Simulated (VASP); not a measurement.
Write the native input for VASP 6.6.1 that does the following.

* Task: single point
* Functional: HSE06
* Potentials or basis: VASP PAW PBE potentials, release 64 (Mo_sv)
* Cutoff: 520 eV
* k mesh: 5 × 5 × 5
* Occupations: fermi-dirac, width 0.1 eV
* Spin: no spin polarisation
* Dipole correction: no
* Grid for exact exchange (PRECFOCK): Normal
* Further INCAR settings: ALGO = Normal; EDIFF = 1e-06; NBANDS = 21
* Screening parameter: 0.2079 1/Å

Mo:

```
Mo
1.0
     0.00000    2.84515    2.84515
     2.84515    0.00000    2.84515
     2.84515    2.84515    0.00000
Mo
2
Direct
  0.12500 0.12500 0.12500
  0.87500 0.87500 0.87500
```

These files were run (other wordings do the same):

POSCAR

```
Mo
1.0
    0.0000000000      2.8451482282      2.8451482282
    2.8451482282      0.0000000000      2.8451482282
    2.8451482282      2.8451482282      0.0000000000
Mo
2
Direct
    0.1250000000      0.1250000000      0.1250000000
    0.8750000000      0.8750000000      0.8750000000
```

INCAR.step1

```
SYSTEM = Mo
ALGO = Normal
EDIFF = 1E-5
ENCUT = 520
GGA = PE
ISIF = 2
ISMEAR = -1
LASPH = .True.
LCHARG = .False.
LREAL = .False.
LWAVE = .True.
NBANDS = 21
NELM = 100
PREC = Accurate
SIGMA = 0.1
```

INCAR.step2

```
SYSTEM = Mo
ALGO = Normal
EDIFF = 1E-6
ENCUT = 520
GGA = PE
HFSCREEN = 0.2079
ISIF = 2
ISMEAR = -1
ISTART = 1
LASPH = .True.
LCHARG = .False.
LHFCALC = .True.
LREAL = .False.
LWAVE = .False.
NBANDS = 21
NELM = 100
PREC = Accurate
PRECFOCK = Normal
SIGMA = 0.1
```

KPOINTS

```
k-points
0
Gamma
  5 5 5
  0 0 0
```

Potentials or basis: VASP PAW PBE potentials, release 64 (Mo_sv).

Launch:

```bash
$ cat potpaw_PBE.64/Mo_sv/POTCAR > POTCAR
$ cp INCAR.step1 INCAR
$ mpirun -np 1 vasp_std > vasp.out
$ cp INCAR.step2 INCAR
$ mpirun -np 1 vasp_std > vasp.out
```

Results of the run:

| Item | Value |
| --- | --- |
| Pressure | -4.1 GPa |
| Band gap on the k mesh | zero (band 14 reaches 6.94 eV, above the bottom of band 15 at 6.56 eV) |

Caveat: the k points lie up to 0.38 Å⁻¹ apart; the PAW data sets were made with another functional, which shifts forces and pressure a little.

It took 32 min on 1 thread of Intel(R) Xeon(R) Platinum 8488C (Sapphire Rapids), with other jobs on the host, peak memory 0.27 GiB.
